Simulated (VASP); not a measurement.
Write the native input for VASP 6.6.1 that does the following.

| Item | Value |
| --- | --- |
| Task | single point |
| Functional | PBE |
| Potentials or basis | VASP PAW PBE potentials, release 64 (Al) |
| Cutoff | 520 eV |
| k mesh | 21 × 21 × 21 |
| Occupations | fermi-dirac, width 0.08 eV |
| Spin | no spin polarisation |
| Dipole correction | no |
| Further INCAR settings | ALGO = Normal; EDIFF = 1e-07; NBANDS = 10 |

The structure of Al lies in POSCAR:

```
Al
1.0
   -1.8759864576      1.8759864576      1.0067224176
    1.8759864576     -1.8759864576      1.0067224176
    1.8759864576      1.8759864576     -1.0067224176
Al
2
Direct
   -0.3750000000     -0.1250000000     -0.2500000000
    0.3750000000      0.1250000000      0.2500000000
```

These files were run (other wordings do the same):

INCAR

```
PREC = Accurate
ENCUT = 520
EDIFF = 1E-7
ISMEAR = -1
SIGMA = 0.08
LREAL = F
LASPH = T
NELM = 80
ALGO = Normal
ISIF = 2
LWAVE = F
LCHARG = F
GGA = PE
NBANDS = 10
```

KPOINTS

```
regular mesh
0
Gamma
  21 21 21
```

Potentials or basis: VASP PAW PBE potentials, release 64 (Al).

Command:

```console
$ cat potpaw_PBE.64/Al/POTCAR > POTCAR
$ mpirun -np 1 vasp_std > vasp.out
```

It gave:

```yaml
Pressure: 402.9 GPa
Band_gap_on_the_k_mesh: zero (bands 3 and 4 overlap by 11.19 eV)
```

Caveat: the cell stands under pressure.

It took 120 s on 1 thread of Intel Xeon 8259CL, with other jobs on the host, peak memory 0.21 GiB.
